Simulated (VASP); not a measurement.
# MgO2 (R-3m) in VASP: further runs

Runs on MgO2. Level: LDA. Tasks: single point, relaxation of cell and atoms.

All numbers are computed with VASP 6.6.1; they aren't measurements. Logs are shortened: lines on timing, memory, paths and dates and some standing lists are left out, and cuts for length are marked.

## (1) The cell of the first run

Symmetry: R-3m, No. 166, trigonal system. The conventional cell has a = 3.116 Å, b = 3.116 Å, c = 10.278 Å, α = 90.00°, β = 90.00°, γ = 120.00°. Mg (site symmetry -3m) has 6 O at 2.05 Å within 2.7 Å. O (site symmetry 3m) has 1 O at 1.45 Å within 1.9 Å.

## (2) Single point, LDA

Input file INCAR:

```
PREC = Accurate
ENCUT = 520
EDIFF = 1E-7
ISMEAR = 0
SIGMA = 0.02
LREAL = F
LASPH = T
NELM = 100
ALGO = Normal
ISIF = 2
LWAVE = F
LCHARG = F
GGA = CA
NBANDS = 14
```

Input file KPOINTS:

```
Automatic mesh
0
Gamma
  9 9 9
```

Input file POSCAR:

```
MgO2
1.0
    1.5581564100      0.8996020228      3.4261513666
   -1.5581564100      0.8996020228      3.4261513666
    0.0000000000     -1.7992040456      3.4261513666
Mg O
1 2
Direct
    0.0000000000      0.0000000000      0.0000000000
    0.4294332807      0.4294332807      0.4294332807
    0.5705667193      0.5705667193      0.5705667193
```

Potentials or basis: VASP PAW LDA potentials, release 64 (Mg, O).

The run is started by

```bash
> cat potpaw_LDA.64/Mg/POTCAR potpaw_LDA.64/O/POTCAR > POTCAR
> mpirun -np 1 vasp_std > vasp.out
```

OUTCAR:

```text
PREC = Accurate
   ENCUT = 520
   EDIFF = 1E-7
   ISMEAR = 0
   LREAL = F
   LASPH = T
   NELM = 100
   ISIF = 2
   GGA = CA

 ion  position               nearest neighbor table
   1  0.000  0.000  0.000-   3 2.05   3 2.05   2 2.05   2 2.05   3 2.05   2 2.05
   2  0.429  0.429  0.429-   3 1.45   1 2.05   1 2.05   1 2.05
   3  0.571  0.571  0.571-   2 1.45   1 2.05   1 2.05   1 2.05

  LATTYP: Found a trigonal (rhomboedric) cell.
 ALAT       =     3.8698382892
 COS(alpha) =     0.6757600959

  Lattice vectors:

 A1 = (   1.5581564100,   0.8996020228,   3.4261513666)
 A2 = (  -1.5581564100,   0.8996020228,   3.4261513666)
 A3 = (   0.0000000000,  -1.7992040456,   3.4261513666)

Analysis of symmetry for initial positions (statically):
=====================================================================
 Subroutine PRICEL returns:
 Original cell was already a primitive cell.

 Routine SETGRP: Setting up the symmetry group for a
 trigonal (rhombohedral) supercell.

 Subroutine GETGRP returns: Found 12 space group operations
 (whereof 12 operations were pure point group operations)
 out of a pool of 12 trial point group operations.

The static configuration has the point symmetry D_3d.

Analysis of symmetry for dynamics (positions and initial velocities):
=====================================================================
 Subroutine PRICEL returns:
 Original cell was already a primitive cell.

 Routine SETGRP: Setting up the symmetry group for a
 trigonal (rhombohedral) supercell.

 Subroutine GETGRP returns: Found 12 space group operations
 (whereof 12 operations were pure point group operations)
 out of a pool of 12 trial point group operations.

The dynamic configuration has the point symmetry D_3d.

 Subroutine INISYM returns: Found 12 space group operations
 (whereof 12 operations are pure point group operations),
 and found     1 'primitive' translations

----------------------------------------------------------------------------------------

                                     Primitive cell

  volume of cell :      28.8150

  direct lattice vectors                    reciprocal lattice vectors
     1.558156410  0.899602023  3.426151367     0.320892047  0.185267110  0.097290895
    -1.558156410  0.899602023  3.426151367    -0.320892047  0.185267110  0.097290895
     0.000000000 -1.799204046  3.426151367     0.000000000 -0.370534219  0.097290895

  length of vectors
     3.869838289  3.869838289  3.869838289     0.383094148  0.383094148  0.383094148

  position of ions in fractional coordinates (direct lattice)
     0.000000000  0.000000000  0.000000000
     0.429433281  0.429433281  0.429433281
     0.570566719  0.570566719  0.570566719

  ion indices of the primitive-cell ions
   primitive index   ion index
                 1           1
                 2           2
                 3           3

----------------------------------------------------------------------------------------

 KPOINTS: Automatic mesh

Automatic generation of k-mesh.
 Grid dimensions read from file:
 generate k-points for:    9    9    9

 Generating k-lattice:

  Cartesian coordinates                     Fractional coordinates (reciprocal lattice)
     0.035654672  0.020585234  0.010810099     0.111111111  0.000000000  0.000000000
    -0.035654672  0.020585234  0.010810099     0.000000000  0.111111111  0.000000000
     0.000000000 -0.041170469  0.010810099     0.000000000  0.000000000  0.111111111

  Length of vectors
     0.042566016  0.042566016  0.042566016

  Shift w.r.t. Gamma in fractional coordinates (k-lattice)
     0.000000000  0.000000000  0.000000000

 Subroutine IBZKPT returns following result:
 ===========================================

 Found     85 irreducible k-points:

 Following reciprocal coordinates:
            Coordinates               Weight
  0.000000  0.000000  0.000000      1.000000
  0.111111  0.000000 -0.000000      6.000000
  0.222222  0.000000  0.000000      6.000000
  0.333333  0.000000  0.000000      6.000000
  0.444444  0.000000  0.000000      6.000000
  0.111111  0.111111 -0.000000      6.000000
[... 16 lines left out ...]
 -0.333333  0.333333  0.000000      6.000000
  0.444444  0.444444  0.000000      6.000000
 [... further k-points ...]
   k-points           NKPTS =     85   k-points in BZ     NKDIM =     85   number of bands    NBANDS=     14
   number of dos      NEDOS =    301   number of ions     NIONS =      3
   total plane-waves  NPLWV =  27000
   dimension x,y,z NGX =    30 NGY =   30 NGZ =   30
   dimension x,y,z NGXF=    60 NGYF=   60 NGZF=   60
   ions per type =               1   2
   NGX,Y,Z   is equivalent  to a cutoff of  12.89, 12.89, 12.89 a.u.
   NGXF,Y,Z  is equivalent  to a cutoff of  25.78, 25.78, 25.78 a.u.
 SYSTEM =  unknown system
   PREC   = accura    normal or accurate (medium, high low for compatibility)
   ISTART =      0    job   : 0-new  1-cont  2-samecut
   ICHARG =      2    charge: 1-file 2-atom 10-const
   ISPIN  =      1    spin polarized calculation?
   LNONCOLLINEAR =      F non collinear calculations
   LSORBIT =      F    spin-orbit coupling
   LASPH  =      T    aspherical Exc in radial PAW
   ENCUT  =  520.0 eV  38.22 Ry    6.18 a.u.   7.20  7.20  7.20*2*pi/ulx,y,z
   NELM   =    100;   NELMIN=  2; NELMDL= -5     # of ELM steps
   EDIFF  = 0.1E-06   stopping-criterion for ELM
   LREAL  =      F    real-space projection
   EDIFFG = 0.1E-05   stopping-criterion for IOM
   NSW    =      0    number of steps for IOM
   IBRION =     -1    ionic relax: 0-MD 1-quasi-New 2-CG
   NFREE  =      0    steps in history (QN), initial steepest desc. (CG)
   ISIF   =      2    stress and relaxation
   ISYM   =      2    0-nonsym 1-usesym 2-fastsym
   POTIM  = 0.5000    time-step for ionic-motion
   TEBEG  =    0.0;   TEEND  =   0.0 temperature during run
   PSTRESS=    0.0 pullay stress
   NELECT =      14.0000    total number of electrons
   NUPDOWN=      -1.0000    fix difference up-down
   EMIN   =  10.00;   EMAX   =-10.00  energy-range for DOS
   EFERMI =   0.00;   METHOD = LEGACY
   ISMEAR =     0;   SIGMA  =   0.02  broadening in eV -4-tet -1-fermi 0-gaus
   EFERMI_NEDOS =   21; number of points for ismear=-14 and -15
   IALGO  =     38    algorithm
   IMIX   =      4    mixing-type and parameters
     AMIX     =   0.40;   BMIX     =  1.00
     AMIX_MAG =   1.60;   BMIX_MAG =  1.00
  volume/ion in A,a.u.               =       9.61        64.82
  Fermi-wavevector in a.u.,A,eV,Ry     =   1.286998  2.432073 22.536186  1.656363
  Thomas-Fermi vector in A             =   2.419038
   LORBIT       =      0    0 simple, 1 ext, 2 COOP (PROOUT), +10 PAW based schemes
   GGA     = CA    functional components
   LHFCALC =     F    Hartree Fock is set to
   AEXX    =    0.0000 exact exchange contribution
   IVDW    =     0    specifies the selected vdW correction
   LEPSILON=     F    determine dielectric tensor
   LRPA    =     F    only Hartree local field effects (RPA)
 non-spin polarized calculation
 Gauss-broadening in eV      SIGMA  =   0.02
  energy-cutoff  :      520.00
  volume of cell :       28.82
 maximum number of plane-waves:       792
 NGX is ok and might be reduce to    30
   NGX = 15   NGY = 15   NGZ = 15

 number of electron      13.9999999 magnetization

 Free energy of the ion-electron system (eV)
  ---------------------------------------------------
  ext. energy  EPLUGINS =         0.00000000
  ---------------------------------------------------
  free energy    TOTEN  =       -18.56319603 eV

  energy without entropy =      -18.56319603  energy(sigma->0) =      -18.56319603

 E-fermi :   3.2934     XC(G=0): -11.1796

 val. band max:        3.0899249355   @ k =   0.4444   0.4444   0.4444
 cond. band min:       5.7719336939   @ k =   0.4444   0.4444   0.4444
 fundamental gap:      2.6820087584
 Fermi energy:         3.2933705574

 k-point     1 :       0.0000    0.0000    0.0000
  band No.  band energies     occupation
      1     -18.7662      2.00000
      2     -11.1476      2.00000
      3      -5.2755      2.00000
      4      -0.5536      2.00000
      5      -0.5536      2.00000
      6       2.2136      2.00000
      7       2.2136      2.00000
      8       7.7848      0.00000
      9       8.2374      0.00000
     10      15.5105      0.00000
     11      17.1101      0.00000
     12      17.9371      0.00000
     13      17.9371      0.00000
     14      20.1698      0.00000

 k-point     2 :       0.1111    0.0000   -0.0000
  band No.  band energies     occupation
      1     -18.7013      2.00000
      2     -11.1903      2.00000
      3      -5.1714      2.00000
      4      -0.9324      2.00000
      5      -0.6046      2.00000
      6       2.1073      2.00000
      7       2.1562      2.00000
      8       8.0368      0.00000
      9       8.4843      0.00000
     10      15.5199      0.00000
     11      16.8049      0.00000
     12      17.3378      0.00000
     13      18.3076      0.00000
     14      19.5948      0.00000

 k-point     3 :       0.2222    0.0000    0.0000
  band No.  band energies     occupation
      1     -18.5320      2.00000
      2     -11.2966      2.00000
      3      -4.9038      2.00000
      4      -1.8016      2.00000
      5      -0.7300      2.00000
      6       1.9118      2.00000
      7       2.0137      2.00000
      8       8.0286      0.00000
      9       9.5920      0.00000
     10      15.1436      0.00000
     11      15.7482      0.00000
     12      17.6740      0.00000
     13      18.6208      0.00000
     14      19.3566      0.00000
[... 324 lines left out ...]
 k-point    23 :      -0.3333    0.3333    0.0000
  band No.  band energies     occupation
      1     -18.0641      2.00000
      2     -11.6904      2.00000
      3      -3.9241      2.00000
      4      -2.5361      2.00000
      5      -2.2752      2.00000
      6       1.1914      2.00000
      7       1.9114      2.00000
      8       7.4282      0.00000
      9      13.0035      0.00000
     10      13.8868      0.00000
     11      16.0356      0.00000
     12      17.5993      0.00000
     13      17.7181      0.00000
     14      19.9743      0.00000

 k-point    24 :       0.4444    0.4444    0.0000
  band No.  band energies     occupation
      1     -18.0784      2.00000
      2     -11.9760      2.00000
      3      -3.5019      2.00000
      4      -2.7684      2.00000
      5      -1.6147      2.00000
      6       0.7608      2.00000
      7       2.9076      2.00000
      8       6.9554      0.00000
      9      10.7742      0.00000
     10      14.2515      0.00000
     11      15.6620      0.00000
     12      16.4994      0.00000
     13      19.3011      0.00000
     14      23.6080      0.00000

 [... further k-points ...]

------------------------ aborting loop because EDIFF is reached ----------------------------------------

  FORCE on cell =-STRESS in cart. coord.  units (eV):
  Direction    XX          YY          ZZ          XY          YZ          ZX
  --------------------------------------------------------------------------------------
  -------------------------------------------------------------------------------------
  Total       -0.2919530     -0.2919530      0.2854740      0.0000000      0.0000000      0.0000000
  in kB      -16.2332033    -16.2332033     15.8729568      0.0000000      0.0000000      0.0000000
  external PRESSURE =      -5.5311499 kB  Pullay stress =       0.0000000 kB

 VOLUME and BASIS-vectors are now :
 -----------------------------------------------------------------------------
  energy-cutoff  :      520.00
  volume of cell :       28.82
      direct lattice vectors                 reciprocal lattice vectors
     1.558156410  0.899602023  3.426151367     0.320892047  0.185267110  0.097290895
    -1.558156410  0.899602023  3.426151367    -0.320892047  0.185267110  0.097290895
     0.000000000 -1.799204046  3.426151367     0.000000000 -0.370534219  0.097290895

 POSITION                                       TOTAL-FORCE (eV/Angst)
 -----------------------------------------------------------------------------------
      0.00000      0.00000      0.00000         0.000000      0.000000      0.000000
      0.00000      0.00000      4.41391        -0.000000      0.000000     -0.353441
      0.00000      0.00000      5.86454        -0.000000     -0.000000      0.353441
 -----------------------------------------------------------------------------------
    total drift:                                0.000000     -0.000000      0.000000

  FREE ENERGIE OF THE ION-ELECTRON SYSTEM (eV)
  ---------------------------------------------------
  free  energy   TOTEN  =       -18.5631960326 eV

  energy  without entropy=      -18.5631960326  energy(sigma->0) =      -18.56319603
```

It took 60 s on 1 thread of Intel Xeon 8259CL, shared host; peak memory 0.17 GiB.

What came out:

* Free energy: -18.5632 eV
* Pressure: -0.6 GPa
* Largest force: 0.353 eV/Å
* Band gap on the k mesh: 2.68 eV, direct

Forces on the atoms (eV/Å):
```
Mg   0.000  0.000  0.000
O    0.000  0.000 -0.353
O    0.000  0.000  0.353
```

Stress tensor (GPa, compression positive):
```
-1.62  0.00  0.00
 0.00 -1.62  0.00
 0.00  0.00  1.59
```

A k mesh can miss the band edges.

## (3) Relaxation of cell and atoms, LDA

Input file INCAR:

```
PREC = Accurate
ENCUT = 600
EDIFF = 1E-7
ISMEAR = 0
SIGMA = 0.02
LREAL = F
LASPH = T
NELM = 60
ALGO = Normal
ISIF = 3
LWAVE = F
LCHARG = F
GGA = CA
IBRION = 2
NSW = 100
EDIFFG = -0.005
```

Input file KPOINTS:

```
regular mesh
0
Gamma
  9 9 9
```

Input file POSCAR:

```
MgO2
1.0
    1.5585494187      0.8998289264      3.4249661764
   -1.5585494187      0.8998289264      3.4249661764
    0.0000000000     -1.7996578528      3.4249661764
Mg O
1 2
Direct
    0.0000000000      0.0000000000      0.0000000000
    0.4294126981      0.4294126981      0.4294126981
    0.5705873019      0.5705873019      0.5705873019
```

Potentials or basis: VASP PAW LDA potentials, release 64 (Mg, O).

The run is started by

```bash
> cat potpaw_LDA.64/Mg/POTCAR potpaw_LDA.64/O/POTCAR > POTCAR
> mpirun -np 1 vasp_std > vasp.out
```

OUTCAR:

```text
PREC = Accurate
   ENCUT = 600
   EDIFF = 1E-7
   ISMEAR = 0
   LREAL = F
   LASPH = T
   NELM = 60
   ISIF = 3
   GGA = CA
   IBRION = 2
   NSW = 100
   EDIFFG = -0.005

 ion  position               nearest neighbor table
   1  0.000  0.000  0.000-   3 2.05   2 2.05   3 2.05   3 2.05   2 2.05   2 2.05
   2  0.429  0.429  0.429-   3 1.45   1 2.05   1 2.05   1 2.05
   3  0.571  0.571  0.571-   2 1.45   1 2.05   1 2.05   1 2.05

  LATTYP: Found a trigonal (rhomboedric) cell.
 ALAT       =     3.8690000900
 COS(alpha) =     0.6754559354

  Lattice vectors:

 A1 = (   1.5585494187,   0.8998289264,   3.4249661764)
 A2 = (  -1.5585494187,   0.8998289264,   3.4249661764)
 A3 = (   0.0000000000,  -1.7996578528,   3.4249661764)

Analysis of symmetry for initial positions (statically):
[... 493 lines left out ...]
      3      -5.2255      2.00000
      4      -0.4478      2.00000
      5      -0.4478      2.00000
      6       2.2113      2.00000
      7       2.2113      2.00000
      8       7.9228      0.00000
      9       8.1278      0.00000
     10      15.5995      0.00000
     11      17.3162      0.00000
[... 309 lines left out ...]
 k-point    24 :       0.4444    0.4444    0.0000
  band No.  band energies     occupation
      1     -17.9331      2.00000
      2     -12.0012      2.00000
      3      -3.4518      2.00000
      4      -2.7091      2.00000
      5      -1.5331      2.00000
      6       0.7603      2.00000
      7       2.9140      2.00000
      8       6.8643      0.00000
      9      10.9042      0.00000
     10      14.4105      0.00000
     11      15.8370      0.00000

 [... further k-points ...]

------------------------ aborting loop because EDIFF is reached ----------------------------------------

  FORCE on cell =-STRESS in cart. coord.  units (eV):
  Direction    XX          YY          ZZ          XY          YZ          ZX
  --------------------------------------------------------------------------------------
  -------------------------------------------------------------------------------------
  Total       -0.0038364     -0.0038364     -0.0070015      0.0000000      0.0000000     -0.0000000
  in kB       -0.2151872     -0.2151872     -0.3927219      0.0000000      0.0000000     -0.0000000
  external PRESSURE =      -0.2743654 kB  Pullay stress =       0.0000000 kB
[... 18 lines left out ...]
  FREE ENERGIE OF THE ION-ELECTRON SYSTEM (eV)
  ---------------------------------------------------
  free  energy   TOTEN  =       -18.5729076522 eV

  energy  without entropy=      -18.5729076522  energy(sigma->0) =      -18.57290765

 reached required accuracy - stopping structural energy minimisation
```

CONTCAR:

```text
MgO2
   1.00000000000000
     1.5516472815130053    0.8958439756375262    3.4248239711730770
    -1.5516472815130053    0.8958439756375262    3.4248239711730770
     0.0000000000000000   -1.7916879512750523    3.4248239711730770
  Mg              O
     1     2
Direct
     0.0000000000000000    0.0000000000000000    0.0000000000000000
     0.4289591557118616    0.4289591557118616    0.4289591557118616
     0.5710408442881383    0.5710408442881383    0.5710408442881383

  0.00000000E+00  0.00000000E+00  0.00000000E+00
  0.00000000E+00  0.00000000E+00  0.00000000E+00
  0.00000000E+00  0.00000000E+00  0.00000000E+00
```

It took 3 min on 1 thread of Intel Xeon 8259CL, shared host; peak memory 0.18 GiB.

Results:

- Free energy: -18.5729 eV
- Relaxed volume: 9.52 Å³/atom
- Relaxed cell: a = 3.865 Å, b = 3.865 Å, c = 3.865 Å, α = 47.34°, β = 47.34°, γ = 47.34°
- Space group after relaxing (to 0.05 Å): R-3m (No. 166)
- Energy gained by relaxing: 1.0 meV/atom
- Ionic steps: 9
- Pressure after relaxing: 0.0 GPa
- Band gap on the k mesh: 2.60 eV, direct

Step by step:
```csv
step,energy change (eV),largest force (eV/Å),pressure (GPa),volume (Å³)
1,0.0000,0.3408,-0.84,28.82
2,0.0083,0.7521,-1.10,28.61
3,-0.0025,0.0335,-1.02,28.75
4,-0.0031,0.0116,0.28,28.51
5,-0.0031,0.0162,-0.01,28.57
6,-0.0031,0.0159,0.02,28.56
7,-0.0031,0.0078,0.03,28.56
8,-0.0031,0.0118,0.03,28.56
9,-0.0031,0.0010,-0.03,28.56
```

Final structure:
```xyz
3
Lattice="1.5516 0.8958 3.4248 -1.5516 0.8958 3.4248 0.0000 -1.7917 3.4248" Properties=species:S:1:pos:R:3 pbc="T T T"
Mg    0.0000    0.0000    0.0000
O     0.0000    0.0000    4.4073
O     0.0000    0.0000    5.8671
```

A k mesh can miss the band edges.
